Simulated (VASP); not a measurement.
# Sn (P4/nmm) in VASP: single point with PBEsol

Aim: the single point of Sn with PBEsol.

All numbers are computed with VASP 6.6.1; they aren't measurements. Logs are shortened: lines on timing, memory, paths and dates and some standing lists are left out, and cuts for length are marked.

### Step 1. The cell of the first run

It takes space group P4/nmm (No. 129, tetragonal). Conventional cell: a = 4.055 Å, b = 4.055 Å, c = 7.364 Å, α = 90.00°, β = 90.00°, γ = 90.00°. Within 5.3 Å of Sn (site symmetry 4mm) lie 12 Sn at 4.05 to 5.22 Å.

### Step 2. Single point, PBEsol

INCAR

```
ALGO     = Normal         # electronic algorithm
EDIFF    = 1E-7           # SCF threshold, eV
ENCUT    = 520            # plane-wave cutoff, eV
GGA      = PS             # functional
ISIF     = 2              # what is computed and relaxed
ISMEAR   = 1              # smearing method
LASPH    = T              # aspherical terms in the spheres
LCHARG   = F              # write CHGCAR
LREAL    = F              # projectors in reciprocal space
LWAVE    = F              # write WAVECAR
NBANDS   = 21             # bands
NELM     = 60             # most SCF steps
PREC     = Accurate       # precision mode
SIGMA    = 0.1            # smearing width, eV
```

KPOINTS

```
k-points
0
Gamma
  6 6 4
```

POSCAR

```
Sn
1.0
    4.0549780000      0.0000000000      0.0000000000
    0.0000000000      4.0549780000      0.0000000000
    0.0000000000      0.0000000000      7.3638700000
Sn
2
Direct
    0.0000000000      0.5000000000      0.7963900000
    0.5000000000      0.0000000000      0.2036100000
```

Potentials or basis: VASP PAW PBE potentials, release 64 (Sn_d).

Run with:

```sh
$ cat potpaw_PBE.64/Sn_d/POTCAR > POTCAR
$ mpirun -np 1 vasp_std > vasp.out
```

OUTCAR:

```text
EDIFF = 1E-7
   ENCUT = 520
   GGA = PS
   ISIF = 2
   ISMEAR = 1
   LASPH = T
   LREAL = F
   NELM = 60
   PREC = Accurate

 ion  position               nearest neighbor table
   1  0.000  0.500  0.796-
   2  0.500  0.000  0.204-

  LATTYP: Found a simple tetragonal cell.
 ALAT       =     4.0549780000
 C/A-ratio  =     1.8160073865

  Lattice vectors:

 A1 = (   4.0549780000,   0.0000000000,   0.0000000000)
 A2 = (   0.0000000000,   4.0549780000,   0.0000000000)
 A3 = (   0.0000000000,   0.0000000000,   7.3638700000)

Analysis of symmetry for initial positions (statically):
=====================================================================
 Subroutine PRICEL returns:
 Original cell was already a primitive cell.

 Routine SETGRP: Setting up the symmetry group for a
 simple tetragonal supercell.

 Subroutine GETGRP returns: Found 16 space group operations
 (whereof  8 operations were pure point group operations)
 out of a pool of 16 trial point group operations.

The static configuration has the point symmetry D_2d.
 The point group associated with its full space group is D_4h.

Analysis of symmetry for dynamics (positions and initial velocities):
=====================================================================
 Subroutine PRICEL returns:
 Original cell was already a primitive cell.

 Routine SETGRP: Setting up the symmetry group for a
 simple tetragonal supercell.

 Subroutine GETGRP returns: Found 16 space group operations
 (whereof  8 operations were pure point group operations)
 out of a pool of 16 trial point group operations.

The dynamic configuration has the point symmetry D_2d.
 The point group associated with its full space group is D_4h.

 Subroutine INISYM returns: Found 16 space group operations
 (whereof  8 operations are pure point group operations),
 and found     1 'primitive' translations

----------------------------------------------------------------------------------------

                                     Primitive cell

  volume of cell :     121.0830

  direct lattice vectors                    reciprocal lattice vectors
     4.054978000  0.000000000  0.000000000     0.246610462  0.000000000  0.000000000
     0.000000000  4.054978000  0.000000000     0.000000000  0.246610462  0.000000000
     0.000000000  0.000000000  7.363870000     0.000000000  0.000000000  0.135798160

  length of vectors
     4.054978000  4.054978000  7.363870000     0.246610462  0.246610462  0.135798160

  position of ions in fractional coordinates (direct lattice)
     0.000000000  0.500000000  0.796390000
     0.500000000  0.000000000  0.203610000

  ion indices of the primitive-cell ions
   primitive index   ion index
                 1           1
                 2           2

----------------------------------------------------------------------------------------

 KPOINTS: k-points

Automatic generation of k-mesh.
 Grid dimensions read from file:
 generate k-points for:    6    6    4

 Generating k-lattice:

  Cartesian coordinates                     Fractional coordinates (reciprocal lattice)
     0.041101744  0.000000000  0.000000000     0.166666667  0.000000000  0.000000000
     0.000000000  0.041101744  0.000000000     0.000000000  0.166666667  0.000000000
     0.000000000  0.000000000  0.033949540     0.000000000  0.000000000  0.250000000

  Length of vectors
     0.041101744  0.041101744  0.033949540

  Shift w.r.t. Gamma in fractional coordinates (k-lattice)
     0.000000000  0.000000000  0.000000000

 Subroutine IBZKPT returns following result:
 ===========================================

 Found     30 irreducible k-points:

 Following reciprocal coordinates:
            Coordinates               Weight
  0.000000  0.000000  0.000000      1.000000
  0.166667  0.000000  0.000000      4.000000
  0.333333  0.000000  0.000000      4.000000
  0.500000  0.000000  0.000000      2.000000
  0.166667  0.166667  0.000000      4.000000
  0.333333  0.166667  0.000000      8.000000
[... 16 lines left out ...]
  0.333333  0.000000  0.500000      4.000000
  0.500000  0.000000  0.500000      2.000000
 [... further k-points ...]
   k-points           NKPTS =     30   k-points in BZ     NKDIM =     30   number of bands    NBANDS=     21
   number of dos      NEDOS =    301   number of ions     NIONS =      2
   total plane-waves  NPLWV =  50400
   dimension x,y,z NGX =    30 NGY =   30 NGZ =   56
   dimension x,y,z NGXF=    60 NGYF=   60 NGZF=  112
   ions per type =               2
   NGX,Y,Z   is equivalent  to a cutoff of  12.30, 12.30, 12.64 a.u.
   NGXF,Y,Z  is equivalent  to a cutoff of  24.60, 24.60, 25.28 a.u.
 SYSTEM =  unknown system
   PREC   = accura    normal or accurate (medium, high low for compatibility)
   ISTART =      0    job   : 0-new  1-cont  2-samecut
   ICHARG =      2    charge: 1-file 2-atom 10-const
   ISPIN  =      1    spin polarized calculation?
   LNONCOLLINEAR =      F non collinear calculations
   LSORBIT =      F    spin-orbit coupling
   LASPH  =      T    aspherical Exc in radial PAW
   ENCUT  =  520.0 eV  38.22 Ry    6.18 a.u.   7.54  7.54 13.69*2*pi/ulx,y,z
   NELM   =     60;   NELMIN=  2; NELMDL= -5     # of ELM steps
   EDIFF  = 0.1E-06   stopping-criterion for ELM
   LREAL  =      F    real-space projection
   EDIFFG = 0.1E-05   stopping-criterion for IOM
   NSW    =      0    number of steps for IOM
   IBRION =     -1    ionic relax: 0-MD 1-quasi-New 2-CG
   NFREE  =      0    steps in history (QN), initial steepest desc. (CG)
   ISIF   =      2    stress and relaxation
   ISYM   =      2    0-nonsym 1-usesym 2-fastsym
   POTIM  = 0.5000    time-step for ionic-motion
   TEBEG  =    0.0;   TEEND  =   0.0 temperature during run
   PSTRESS=    0.0 pullay stress
   NELECT =      28.0000    total number of electrons
   NUPDOWN=      -1.0000    fix difference up-down
   EMIN   =  10.00;   EMAX   =-10.00  energy-range for DOS
   EFERMI =   0.00;   METHOD = LEGACY
   ISMEAR =     1;   SIGMA  =   0.10  broadening in eV -4-tet -1-fermi 0-gaus
   EFERMI_NEDOS =   21; number of points for ismear=-14 and -15
   IALGO  =     38    algorithm
   IMIX   =      4    mixing-type and parameters
     AMIX     =   0.40;   BMIX     =  1.00
     AMIX_MAG =   1.60;   BMIX_MAG =  1.00
  volume/ion in A,a.u.               =      60.54       408.55
  Fermi-wavevector in a.u.,A,eV,Ry     =   1.004847  1.898885 13.738032  1.009717
  Thomas-Fermi vector in A             =   2.137489
   LORBIT       =      0    0 simple, 1 ext, 2 COOP (PROOUT), +10 PAW based schemes
   GGA     = PS    functional components
   LHFCALC =     F    Hartree Fock is set to
   AEXX    =    0.0000 exact exchange contribution
   IVDW    =     0    specifies the selected vdW correction
   LEPSILON=     F    determine dielectric tensor
   LRPA    =     F    only Hartree local field effects (RPA)
 non-spin polarized calculation
 Methfessel and Paxton  Order N= 1 SIGMA  =   0.10
  energy-cutoff  :      520.00
  volume of cell :      121.08
 maximum number of plane-waves:      3315
   NGX = 15   NGY = 15   NGZ = 27

 number of electron      28.0000013 magnetization

 Free energy of the ion-electron system (eV)
  ---------------------------------------------------
  ext. energy  EPLUGINS =         0.00000000
  ---------------------------------------------------
  free energy    TOTEN  =        -5.72254765 eV

  energy without entropy =       -5.72218190  energy(sigma->0) =       -5.72242574

 E-fermi :   1.5217     XC(G=0):  -7.1420

 val. band max:        1.4076534866   @ k =   0.3333   0.0000   0.0000
 cond. band min:       1.5266214443   @ k =   0.3333   0.1667   0.0000
 fundamental gap:      0.1189679578
 Fermi energy:         1.5216687989

 k-point     1 :       0.0000    0.0000    0.0000
  band No.  band energies     occupation
      1     -20.3293      2.00000
      2     -20.3258      2.00000
      3     -20.3190      2.00000
      4     -20.3190      2.00000
      5     -20.3187      2.00000
      6     -20.3148      2.00000
[... 13 lines left out ...]
     20       6.5660      0.00000
     21       7.0422      0.00000

 k-point     2 :       0.1667    0.0000    0.0000
  band No.  band energies     occupation
      1     -20.3281      2.00000
      2     -20.3251      2.00000
      3     -20.3198      2.00000
      4     -20.3184      2.00000
      5     -20.3140      2.00000
      6     -20.3118      2.00000
[... 13 lines left out ...]
     20       7.1905      0.00000
     21       8.5402      0.00000

 k-point     3 :       0.3333    0.0000    0.0000
  band No.  band energies     occupation
      1     -20.3267      2.00000
      2     -20.3248      2.00000
      3     -20.3204      2.00000
      4     -20.3167      2.00000
      5     -20.3155      2.00000
      6     -20.3119      2.00000
[... 13 lines left out ...]
     20       7.9614      0.00000
     21       8.2821      0.00000

 k-point     4 :       0.5000    0.0000    0.0000
  band No.  band energies     occupation
      1     -20.3256      2.00000
      2     -20.3256      2.00000
      3     -20.3192      2.00000
      4     -20.3192      2.00000
      5     -20.3145      2.00000
      6     -20.3145      2.00000
[... 13 lines left out ...]
     20       8.0570      0.00000
     21       8.8657      0.00000

 k-point     5 :       0.1667    0.1667    0.0000
  band No.  band energies     occupation
      1     -20.3264      2.00000
      2     -20.3237      2.00000
      3     -20.3209      2.00000
      4     -20.3172      2.00000
      5     -20.3134      2.00000
      6     -20.3103      2.00000
[... 13 lines left out ...]
     20       8.2394      0.00000
     21       8.2719      0.00000
[... 382 lines left out ...]
     20       7.2841      0.00000
     21       7.6454      0.00000

 k-point    22 :       0.1667    0.0000    0.5000
  band No.  band energies     occupation
      1     -20.3284      2.00000
      2     -20.3249      2.00000
      3     -20.3194      2.00000
      4     -20.3181      2.00000
      5     -20.3139      2.00000
      6     -20.3121      2.00000
[... 13 lines left out ...]
     20       7.8628      0.00000
     21       8.1417      0.00000

 k-point    23 :       0.3333    0.0000    0.5000
  band No.  band energies     occupation
      1     -20.3271      2.00000
      2     -20.3249      2.00000
      3     -20.3201      2.00000
      4     -20.3166      2.00000
      5     -20.3156      2.00000
      6     -20.3122      2.00000
[... 13 lines left out ...]
     20       7.4362      0.00000
     21       7.8791      0.00000

 k-point    24 :       0.5000    0.0000    0.5000
  band No.  band energies     occupation
      1     -20.3260      2.00000
      2     -20.3260      2.00000
      3     -20.3190      2.00000
      4     -20.3190      2.00000
      5     -20.3146      2.00000
      6     -20.3146      2.00000
[... 13 lines left out ...]
     20       6.2549      0.00000
     21       8.8856      0.00000

 [... further k-points ...]

------------------------ aborting loop because EDIFF is reached ----------------------------------------

  FORCE on cell =-STRESS in cart. coord.  units (eV):
  Direction    XX          YY          ZZ          XY          YZ          ZX
  --------------------------------------------------------------------------------------
  -------------------------------------------------------------------------------------
  Total       -5.2293340     -5.2293340     -4.2448899      0.0000000      0.0000000      0.0000000
  in kB      -69.1948619    -69.1948619    -56.1686382      0.0000000      0.0000000      0.0000000
  external PRESSURE =     -64.8527874 kB  Pullay stress =       0.0000000 kB

 VOLUME and BASIS-vectors are now :
 -----------------------------------------------------------------------------
  energy-cutoff  :      520.00
  volume of cell :      121.08
      direct lattice vectors                 reciprocal lattice vectors
     4.054978000  0.000000000  0.000000000     0.246610462  0.000000000  0.000000000
     0.000000000  4.054978000  0.000000000     0.000000000  0.246610462  0.000000000
     0.000000000  0.000000000  7.363870000     0.000000000  0.000000000  0.135798160

 POSITION                                       TOTAL-FORCE (eV/Angst)
 -----------------------------------------------------------------------------------
      0.00000      2.02749      5.86451        -0.000000      0.000000      0.879742
      2.02749      0.00000      1.49936         0.000000      0.000000     -0.879742
 -----------------------------------------------------------------------------------
    total drift:                                0.000000      0.000000      0.000000

  FREE ENERGIE OF THE ION-ELECTRON SYSTEM (eV)
  ---------------------------------------------------
  free  energy   TOTEN  =        -5.7225476545 eV

  energy  without entropy=       -5.7221819003  energy(sigma->0) =       -5.72242574
```

Wall time 65 s (1 thread of AMD EPYC 7R13, shared host); peak memory 0.2 GiB.

Results:

```yaml
Free_energy: -5.7225 eV
Pressure: -6.5 GPa
Largest_force: 0.880 eV/Å
Band_gap_on_the_k_mesh: zero (bands 14 and 15 overlap by 2.43 eV)
```

Forces on the atoms (eV/Å):
```
Sn   0.000  0.000  0.880
Sn   0.000  0.000 -0.880
```

Stress tensor (GPa, compression positive):
```
-6.92  0.00  0.00
 0.00 -6.92  0.00
 0.00  0.00 -5.62
```

Caveat: the cell stands under tension; the PAW data sets were made with another functional, which shifts forces and pressure a little; spin-orbit coupling is left out, which moves the levels of the heavy elements.
